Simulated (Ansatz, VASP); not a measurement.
**Two plane-wave programs on B3As2**

```
CELL_PARAMETERS angstrom
3.78375 -3.30705 0.00000
3.78375 3.30705 0.00000
0.00000 0.00000 2.74378
ATOMIC_POSITIONS crystal
B 0.89643 0.89643 0.00000
B 0.10357 0.10357 0.00000
B 0.50000 0.50000 0.50000
As 0.00000 0.50000 0.00000
As 0.50000 0.00000 0.00000
```

Alike in both runs: functional PBE; k mesh 4 × 4 × 6; occupations gaussian, width 0.1 eV; no spin polarisation.

Ansatz relaxed the structure, and its values are those at the end. VASP's run is a single point on that final structure, the one shown.

|  | VASP | Ansatz |
| --- | --- | --- |
| version | VASP 6.6.1 | Ansatz 0.2.0 |
| potentials or method | VASP PAW PBE potentials, release 64 (B, As_d), cutoff 600 eV | scalar-relativistic, plane waves, PAW |
| valence electrons in the cell | 39 | 39 |

|  | VASP | Ansatz | Ansatz less VASP |
| --- | --- | --- | --- |
| gap on the k mesh at the Fermi level (eV) | none | none | - |
| pressure (GPa) | -0.1 | 0.0 | +0.13 |
| rms of the force components (eV/Å) | 0.012 | 0.001 | -0.0112 |

A gap of «none» marks a metal or a gap that the smearing closes. The functional is the same, so the differences come from potentials, cutoffs and numerics.

The k mesh is coarse, so the values compare programs but aren't converged.
